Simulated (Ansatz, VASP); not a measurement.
# One calculation of F, two programs

File INCAR:

```
  ALGO = Normal
  EDIFF = 1E-8
  ENCUT = 520
  GGA = PE
  ISIF = 2
  ISMEAR = -1
  LASPH = True
  LCHARG = False
  LEFG = True
  LREAL = False
  LWAVE = False
  NBANDS = 10
  NELM = 80
  PREC = Accurate
  SIGMA = 0.08
```

KPOINTS

```
k-points
0
Gamma
  15 15 15
```

Contents of POSCAR:

```
F
1.0
    2.2086090806      0.0000000000      0.0000000000
    0.0000000000      2.2086090806      0.0000000000
    0.0000000000      0.0000000000      2.2086090806
F
1
Direct
    0.0000000000      0.0000000000      0.0000000000
```

Input for Ansatz:

```yaml
crystal:
  lattice:
    - [2.2086090806, 0.0, 0.0]
    - [0.0, 2.2086090806, 0.0]
    - [0.0, 0.0, 2.2086090806]
  atoms:
    - { symbol: F, position: [0.0, 0.0, 0.0] }
kpoints:
  mp_grid: { grid: [15, 15, 15] }
scf:
  occupations: { method: fermi_dirac, width: 0.08 }
hamiltonian:
  xc: pbe
  pseudopotentials: { kind: paw }
output:
  forces: true
  stress: true
  eigenvalues: true
  efg: { contact_densities: true }
```

Change from the starting cell: volume scaled by 1.02, PAW files.

Alike in both runs: task electric field gradients; functional PBE; k mesh 15 × 15 × 15; occupations fermi-dirac, width 0.08 eV; no spin polarisation.

|  | VASP | Ansatz |
| --- | --- | --- |
| version | VASP 6.6.1 | Ansatz 0.2.0 |
| potentials or method | VASP PAW PBE potentials, release 64 (F) | PAW with Ansatz's default frozen-core files, scalar-relativistic |
| plane-wave cutoff (eV) | 520 | 420 |
| valence electrons in the cell | 7 | 7 |

|  | VASP | Ansatz | Ansatz less VASP |
| --- | --- | --- | --- |
| pressure (GPa) | -1.9 | -1.1 | +0.73 |
